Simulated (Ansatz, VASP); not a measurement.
One calculation of MgO, two programs

```
CELL_PARAMETERS angstrom
0.00000 2.00925 2.41110
2.00925 0.00000 2.41110
2.00925 2.00925 0.00000
ATOMIC_POSITIONS crystal
Mg 0.00000 0.00000 0.00000
O 0.50000 0.50000 0.50000
```

Alike in both runs: task single point; functional r2SCAN; k mesh 10 × 10 × 10; occupations gaussian, width 0.05 eV; no spin polarisation.

|  | VASP | Ansatz |
| --- | --- | --- |
| version | VASP 6.6.1 | Ansatz 0.2.0 |
| potentials or method | VASP PAW PBE potentials, release 64 (Mg, O), cutoff 520 eV | scalar-relativistic, plane waves, PAW |
| valence electrons in the cell | 8 | 16 |

VASP gave:

| Quantity | Value |
| --- | --- |
| gap on the k mesh at the Fermi level (eV) | 4.93 |
| least direct gap on the mesh (eV) | 4.93 |
| pressure (GPa) | 1.0 |
| traceless stress, the component that is largest in VASP (GPa) | -16.21 |

**Question.** Estimate Ansatz's values.

**Answer.** gap on the k mesh at the Fermi level (eV): 4.96; least direct gap on the mesh (eV): 4.96; pressure (GPa): 2.0; traceless stress, the component that is largest in VASP (GPa): -16.44.

VASP's potentials were made for PBE, not for r2SCAN. VASP's potentials hold 8 valence electrons a cell and Ansatz's 16, so a difference there can come from the potentials and not from the codes.
